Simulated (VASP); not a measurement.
# LiV (Pm-3m) in VASP: single point with PBE

Aim: the single point of LiV with PBE.

Program: VASP 6.6.1. These are calculated values, not measurements. Logs are shortened: lines on timing, memory, paths and dates and some standing lists are left out, and cuts for length are marked.

## 1. The cell of the first run

The structure is cubic, space group Pm-3m (No. 221). The conventional cell has a = 2.972 Å, b = 2.972 Å, c = 2.972 Å, α = 90.00°, β = 90.00°, γ = 90.00°. Within 3.4 Å of V (site symmetry m-3m) lie 8 Li at 2.57 Å and 6 V at 2.97 Å. Li (site symmetry m-3m) has 8 V at 2.57 Å and 6 Li at 2.97 Å within 3.4 Å.

## 2. Single point, PBE, collinear spin, ferromagnetic start

INCAR

```
SYSTEM = LiV
PREC = Accurate ; ENCUT = 750
EDIFF = 1E-6 ; ISMEAR = 0
SIGMA = 0.1 ; LREAL = .FALSE.
LASPH = .TRUE. ; NELM = 200
ALGO = Normal ; ISIF = 2
LWAVE = .FALSE. ; LCHARG = .FALSE.
ISPIN = 2 ; MAGMOM = 1.5 0
LORBIT = 11 ; LMAXMIX = 4
GGA = PE ; NBANDS = 19
GGA_COMPAT = .FALSE.
```

KPOINTS

```
Automatic mesh
0
G
  7 7 7
  0 0 0
```

POSCAR

```
LiV
1.0
    2.9724551535      0.0000000000      0.0000000000
    0.0000000000      2.9724551535      0.0000000000
    0.0000000000      0.0000000000      2.9724551535
V Li
1 1
Direct
    0.0000000000      0.0000000000      0.0000000000
    0.5000000000      0.5000000000      0.5000000000
```

Potentials or basis: VASP PAW PBE potentials, release 64 (V_sv, Li_sv).

Started as:

```bash
$ cat potpaw_PBE.64/V_sv/POTCAR potpaw_PBE.64/Li_sv/POTCAR > POTCAR
$ mpirun -np 1 vasp_std > vasp.out
```

OUTCAR:

```text
SYSTEM = LiV
   PREC = Accurate
   ENCUT = 750
   EDIFF = 1E-6
   ISMEAR = 0
   LREAL = .FALSE.
   LASPH = .TRUE.
   NELM = 200
   ISIF = 2
   ISPIN = 2
   LORBIT = 11
   GGA = PE

 ion  position               nearest neighbor table
   1  0.000  0.000  0.000-   2 2.57   2 2.57   2 2.57   2 2.57   2 2.57   2 2.57   2 2.57   2 2.57

   2  0.500  0.500  0.500-   1 2.57   1 2.57   1 2.57   1 2.57   1 2.57   1 2.57   1 2.57   1 2.57

  LATTYP: Found a simple cubic cell.
 ALAT       =     2.9724551535

  Lattice vectors:

 A1 = (   2.9724551535,   0.0000000000,   0.0000000000)
 A2 = (   0.0000000000,   2.9724551535,   0.0000000000)
 A3 = (   0.0000000000,   0.0000000000,   2.9724551535)

Analysis of symmetry for initial positions (statically):
=====================================================================
 Subroutine PRICEL returns:
 Original cell was already a primitive cell.

 Routine SETGRP: Setting up the symmetry group for a
 simple cubic supercell.

 Subroutine GETGRP returns: Found 48 space group operations
 (whereof 48 operations were pure point group operations)
 out of a pool of 48 trial point group operations.

The static configuration has the point symmetry O_h .

Analysis of symmetry for dynamics (positions and initial velocities):
=====================================================================
 Subroutine PRICEL returns:
 Original cell was already a primitive cell.

 Routine SETGRP: Setting up the symmetry group for a
 simple cubic supercell.

 Subroutine GETGRP returns: Found 48 space group operations
 (whereof 48 operations were pure point group operations)
 out of a pool of 48 trial point group operations.

The dynamic configuration has the point symmetry O_h .

Analysis of structural, dynamic, and magnetic symmetry:
=====================================================================
 Subroutine PRICEL returns:
 Original cell was already a primitive cell.

 Routine SETGRP: Setting up the symmetry group for a
 simple cubic supercell.

 Subroutine GETGRP returns: Found 48 space group operations
 (whereof 48 operations were pure point group operations)
 out of a pool of 48 trial point group operations.

The overall configuration has the point symmetry O_h .

 Subroutine INISYM returns: Found 48 space group operations
 (whereof 48 operations are pure point group operations),
 and found     1 'primitive' translations

----------------------------------------------------------------------------------------

                                     Primitive cell

  volume of cell :      26.2631

  direct lattice vectors                    reciprocal lattice vectors
     2.972455153  0.000000000  0.000000000     0.336422233  0.000000000  0.000000000
     0.000000000  2.972455153  0.000000000     0.000000000  0.336422233  0.000000000
     0.000000000  0.000000000  2.972455153     0.000000000  0.000000000  0.336422233

  length of vectors
     2.972455153  2.972455153  2.972455153     0.336422233  0.336422233  0.336422233

  position of ions in fractional coordinates (direct lattice)
     0.000000000  0.000000000  0.000000000
     0.500000000  0.500000000  0.500000000

  ion indices of the primitive-cell ions
   primitive index   ion index
                 1           1
                 2           2

----------------------------------------------------------------------------------------

 KPOINTS: Automatic mesh

Automatic generation of k-mesh.
 Grid dimensions read from file:
 generate k-points for:    7    7    7

 Generating k-lattice:

  Cartesian coordinates                     Fractional coordinates (reciprocal lattice)
     0.048060319  0.000000000  0.000000000     0.142857143  0.000000000  0.000000000
     0.000000000  0.048060319  0.000000000     0.000000000  0.142857143  0.000000000
     0.000000000  0.000000000  0.048060319     0.000000000  0.000000000  0.142857143

  Length of vectors
     0.048060319  0.048060319  0.048060319

  Shift w.r.t. Gamma in fractional coordinates (k-lattice)
     0.000000000  0.000000000  0.000000000

 Subroutine IBZKPT returns following result:
 ===========================================

 Found     20 irreducible k-points:

 Following reciprocal coordinates:
            Coordinates               Weight
  0.000000  0.000000  0.000000      1.000000
  0.142857  0.000000  0.000000      6.000000
  0.285714  0.000000  0.000000      6.000000
  0.428571  0.000000  0.000000      6.000000
  0.142857  0.142857  0.000000     12.000000
  0.285714  0.142857  0.000000     24.000000
[... 12 lines left out ...]
  0.428571  0.428571  0.285714     24.000000
  0.428571  0.428571  0.428571      8.000000
   k-points           NKPTS =     20   k-points in BZ     NKDIM =     20   number of bands    NBANDS=     19
   number of dos      NEDOS =    301   number of ions     NIONS =      2
   total plane-waves  NPLWV =  21952
   dimension x,y,z NGX =    28 NGY =   28 NGZ =   28
   dimension x,y,z NGXF=    56 NGYF=   56 NGZF=   56
   ions per type =               1   1
   NGX,Y,Z   is equivalent  to a cutoff of  15.66, 15.66, 15.66 a.u.
   NGXF,Y,Z  is equivalent  to a cutoff of  31.32, 31.32, 31.32 a.u.
 SYSTEM =  LiV
   PREC   = accura    normal or accurate (medium, high low for compatibility)
   ISTART =      0    job   : 0-new  1-cont  2-samecut
   ICHARG =      2    charge: 1-file 2-atom 10-const
   ISPIN  =      2    spin polarized calculation?
   LNONCOLLINEAR =      F non collinear calculations
   LSORBIT =      F    spin-orbit coupling
   LASPH  =      T    aspherical Exc in radial PAW
   ENCUT  =  750.0 eV  55.12 Ry    7.42 a.u.   6.64  6.64  6.64*2*pi/ulx,y,z
   NELM   =    200;   NELMIN=  2; NELMDL= -5     # of ELM steps
   EDIFF  = 0.1E-05   stopping-criterion for ELM
   LREAL  =      F    real-space projection
   EDIFFG = 0.1E-04   stopping-criterion for IOM
   NSW    =      0    number of steps for IOM
   IBRION =     -1    ionic relax: 0-MD 1-quasi-New 2-CG
   NFREE  =      0    steps in history (QN), initial steepest desc. (CG)
   ISIF   =      2    stress and relaxation
   ISYM   =      2    0-nonsym 1-usesym 2-fastsym
   POTIM  = 0.5000    time-step for ionic-motion
   TEBEG  =    0.0;   TEEND  =   0.0 temperature during run
   PSTRESS=    0.0 pullay stress
   NELECT =      16.0000    total number of electrons
   NUPDOWN=      -1.0000    fix difference up-down
   EMIN   =  10.00;   EMAX   =-10.00  energy-range for DOS
   EFERMI =   0.00;   METHOD = LEGACY
   ISMEAR =     0;   SIGMA  =   0.10  broadening in eV -4-tet -1-fermi 0-gaus
   EFERMI_NEDOS =   21; number of points for ismear=-14 and -15
   IALGO  =     38    algorithm
   IMIX   =      4    mixing-type and parameters
     AMIX     =   0.40;   BMIX     =  1.00
     AMIX_MAG =   1.60;   BMIX_MAG =  1.00
  volume/ion in A,a.u.               =      13.13        88.62
  Fermi-wavevector in a.u.,A,eV,Ry     =   1.387819  2.622598 26.205389  1.926042
  Thomas-Fermi vector in A             =   2.512004
   LORBIT       =     11    0 simple, 1 ext, 2 COOP (PROOUT), +10 PAW based schemes
   GGA     = PE    functional components
   LHFCALC =     F    Hartree Fock is set to
   AEXX    =    0.0000 exact exchange contribution
   IVDW    =     0    specifies the selected vdW correction
   LEPSILON=     F    determine dielectric tensor
   LRPA    =     F    only Hartree local field effects (RPA)
 spin polarized calculation
 Gauss-broadening in eV      SIGMA  =   0.10
  energy-cutoff  :      750.00
  volume of cell :       26.26
 maximum number of plane-waves:      1243
 NGX is ok and might be reduce to    28
   NGX = 13   NGY = 13   NGZ = 13

 number of electron      15.9999996 magnetization       0.0000385

 Free energy of the ion-electron system (eV)
  ---------------------------------------------------
  ext. energy  EPLUGINS =         0.00000000
  ---------------------------------------------------
  free energy    TOTEN  =        -9.32320642 eV

  energy without entropy =       -9.31485975  energy(sigma->0) =       -9.31903308

 E-fermi :   5.8170     XC(G=0): -10.8209

 val. band max:        5.7226955918   @ k =   0.4286   0.2857   0.0000
 cond. band min:       5.8245948905   @ k =   0.4286   0.4286   0.1429
 fundamental gap:      0.1018992987
 Fermi energy:         5.8169925507

 spin component 1

 k-point     1 :       0.0000    0.0000    0.0000
  band No.  band energies     occupation
      1     -58.3278      1.00000
      2     -38.5071      1.00000
      3     -32.0708      1.00000
      4     -32.0708      1.00000
      5     -32.0708      1.00000
      6       0.5269      1.00000
[... 11 lines left out ...]
     18      29.5365      0.00000
     19      29.5365      0.00000

 k-point     2 :       0.1429    0.0000    0.0000
  band No.  band energies     occupation
      1     -58.3246      1.00000
      2     -38.5059      1.00000
      3     -32.1020      1.00000
      4     -32.0680      1.00000
      5     -32.0680      1.00000
      6       0.8266      1.00000
[... 11 lines left out ...]
     18      27.7046      0.00000
     19      27.9542      0.00000

 k-point     3 :       0.2857    0.0000    0.0000
  band No.  band energies     occupation
      1     -58.3173      1.00000
      2     -38.5034      1.00000
      3     -32.1715      1.00000
      4     -32.0616      1.00000
      5     -32.0616      1.00000
      6       1.5848      1.00000
[... 345 lines left out ...]
  band No.  band energies     occupation
      1     -58.2860      1.00000
      2     -38.4808      1.00000
      3     -32.2040      1.00000
      4     -32.2037      1.00000
      5     -32.1425      1.00000
      6       4.1699      1.00000
[... 11 lines left out ...]
     18      22.8259      0.00000
     19      31.8800      0.00000

 k-point    20 :       0.4286    0.4286    0.4286
  band No.  band energies     occupation
      1     -58.2805      1.00000
      2     -38.4771      1.00000
      3     -32.1978      1.00000
      4     -32.1970      1.00000
      5     -32.1970      1.00000
      6       4.1234      1.00000
[... 11 lines left out ...]
     18      20.4897      0.00000
     19      36.0601      0.00000
 Fermi energy:         5.8169925507

 spin component 2

 k-point     1 :       0.0000    0.0000    0.0000
  band No.  band energies     occupation
      1     -58.3278      1.00000
      2     -38.5071      1.00000
      3     -32.0708      1.00000
      4     -32.0708      1.00000
      5     -32.0708      1.00000
      6       0.5269      1.00000
[... 11 lines left out ...]
     18      29.5365      0.00000
     19      29.5365      0.00000

 k-point     2 :       0.1429    0.0000    0.0000
  band No.  band energies     occupation
      1     -58.3245      1.00000
      2     -38.5059      1.00000
      3     -32.1020      1.00000
      4     -32.0680      1.00000
      5     -32.0680      1.00000
      6       0.8267      1.00000
[... 11 lines left out ...]
     18      27.7049      0.00000
     19      27.9543      0.00000

 k-point     3 :       0.2857    0.0000    0.0000
  band No.  band energies     occupation
      1     -58.3173      1.00000
      2     -38.5034      1.00000
      3     -32.1715      1.00000
      4     -32.0616      1.00000
      5     -32.0616      1.00000
      6       1.5849      1.00000
[... 346 lines left out ...]
      1     -58.2860      1.00000
      2     -38.4808      1.00000
      3     -32.2040      1.00000
      4     -32.2037      1.00000
      5     -32.1425      1.00000
      6       4.1698      1.00000
[... 11 lines left out ...]
     18      22.8258      0.00000
     19      31.8801      0.00000

 k-point    20 :       0.4286    0.4286    0.4286
  band No.  band energies     occupation
      1     -58.2805      1.00000
      2     -38.4770      1.00000
      3     -32.1978      1.00000
      4     -32.1970      1.00000
      5     -32.1970      1.00000
      6       4.1233      1.00000
[... 11 lines left out ...]
     18      20.4896      0.00000
     19      36.0602      0.00000

------------------------ aborting loop because EDIFF is reached ----------------------------------------

  FORCE on cell =-STRESS in cart. coord.  units (eV):
  Direction    XX          YY          ZZ          XY          YZ          ZX
  --------------------------------------------------------------------------------------
  -------------------------------------------------------------------------------------
  Total       -0.0135094     -0.0135094     -0.0135094     -0.0000000     -0.0000000      0.0000000
  in kB       -0.8241417     -0.8241417     -0.8241417     -0.0000000     -0.0000000      0.0000000
  external PRESSURE =      -0.8241417 kB  Pullay stress =       0.0000000 kB

 VOLUME and BASIS-vectors are now :
 -----------------------------------------------------------------------------
  energy-cutoff  :      750.00
  volume of cell :       26.26
      direct lattice vectors                 reciprocal lattice vectors
     2.972455153  0.000000000  0.000000000     0.336422233  0.000000000  0.000000000
     0.000000000  2.972455153  0.000000000     0.000000000  0.336422233  0.000000000
     0.000000000  0.000000000  2.972455153     0.000000000  0.000000000  0.336422233

 POSITION                                       TOTAL-FORCE (eV/Angst)
 -----------------------------------------------------------------------------------
      0.00000      0.00000      0.00000         0.000000      0.000000      0.000000
      1.48623      1.48623      1.48623         0.000000      0.000000      0.000000
 -----------------------------------------------------------------------------------
    total drift:                               -0.000000      0.000000      0.000000

  FREE ENERGIE OF THE ION-ELECTRON SYSTEM (eV)
  ---------------------------------------------------
  free  energy   TOTEN  =        -9.3232064203 eV

  energy  without entropy=       -9.3148597493  energy(sigma->0) =       -9.31903308

 total charge

# of ion       s       p       d       tot
------------------------------------------
    1        2.300   6.129   2.939  11.368
    2        2.073   0.119   0.000   2.191
--------------------------------------------------
tot          4.373   6.247   2.939  13.560

 magnetization (x)

# of ion       s       p       d       tot
------------------------------------------
    1        0.000   0.000   0.000   0.000
    2       -0.000   0.000   0.000  -0.000
--------------------------------------------------
tot         -0.000   0.000   0.000   0.000
```

Wall time 37 s (1 thread of Intel Xeon Platinum 8375C at 2.90GHz (Ice Lake), shared host); peak memory 0.18 GiB.

What came out:

```
Free energy                                           : -9.3232 eV
Pressure                                              : -0.1 GPa
Band gap on the k mesh                                : zero (filled and empty bands overlap)
Net moment                                            : 0.00 μB per cell
Valence electrons inside the program's atomic spheres : V 11.37; Li 2.19
```

Caveat: the moments typed at the start vanished in this run.

The gap in the log of VASP goes by the Fermi energy; the results here count the filled bands.